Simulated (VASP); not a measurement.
Set up this calculation in VASP 6.6.1, as the native input.

```yaml
Task: relaxation of cell and atoms
Functional: PBE
Potentials_or_basis: VASP PAW PBE potentials, release 64 (Cd, S)
Cutoff: 500 eV
k_mesh: 6 × 6 × 4
Occupations: gaussian, width 0.02 eV
Spin: no spin polarisation
Dipole_correction: no
Further_INCAR_settings: ALGO = Normal; EDIFF = 1e-07; IBRION = 2; EDIFFG = -0.01; NSW = 100; ISIF = 3
```

The structure of CdS3 lies in POSCAR:

```
CdS3
1.0
    6.9356152869      0.0000000000      0.0000000000
   -3.4678076435      6.0064190293      0.0000000000
    0.0000000000      0.0000000000      6.7300665080
Cd S
2 6
Direct
    0.3333333333      0.6666666667      0.7500000000
    0.6666666667      0.3333333333      0.2500000000
    0.2325583181      0.4651166361      0.2500000000
    0.5348833639      0.7674416819      0.2500000000
    0.2325583181      0.7674416819      0.2500000000
    0.7674416819      0.5348833639      0.7500000000
    0.4651166361      0.2325583181      0.7500000000
    0.7674416819      0.2325583181      0.7500000000
```

The cell was built from a structure type or drawn by symmetry, and may not be a known phase.

One way to write it, as run:

INCAR

```
SYSTEM = CdS3
  PREC = Accurate
  ENCUT = 500
  EDIFF = 1E-7
  ISMEAR = 0
  SIGMA = 0.02
  LREAL = .FALSE.
  LASPH = .TRUE.
  NELM = 120
  ALGO = Normal
  ISIF = 3
  LWAVE = .FALSE.
  LCHARG = .FALSE.
  GGA = PE
  IBRION = 2
  NSW = 100
  EDIFFG = -0.01
  GGA_COMPAT = .FALSE.
  NELMIN = 4
```

KPOINTS

```
regular mesh
0
G
  6 6 4
  0 0 0
```

Potentials or basis: VASP PAW PBE potentials, release 64 (Cd, S).

Command:

```sh
$ cat potpaw_PBE.64/Cd/POTCAR potpaw_PBE.64/S/POTCAR > POTCAR
$ mpirun -np 1 vasp_std > vasp.out
```

Results of the run:

* Relaxed volume: 34.94 Å³/atom
* Relaxed cell: a = 6.925 Å, b = 6.925 Å, c = 6.731 Å, α = 90.00°, β = 90.00°, γ = 120.00°
* Space group after relaxing (to 0.1 Å): P6_3/mmc (No. 194)
* Energy gained by relaxing: 0.4 meV/atom
* Ionic steps: 3
* Pressure after relaxing: 0.0 GPa
* Largest force after relaxing: 0.008 eV/Å
* Band gap on the k mesh: 0.98 eV (least direct gap 1.43 eV)

It took 4.3 min on 1 thread of AMD EPYC 9R45 96-Core Processor (Zen 5) (shared host), peak memory 0.46 GiB.
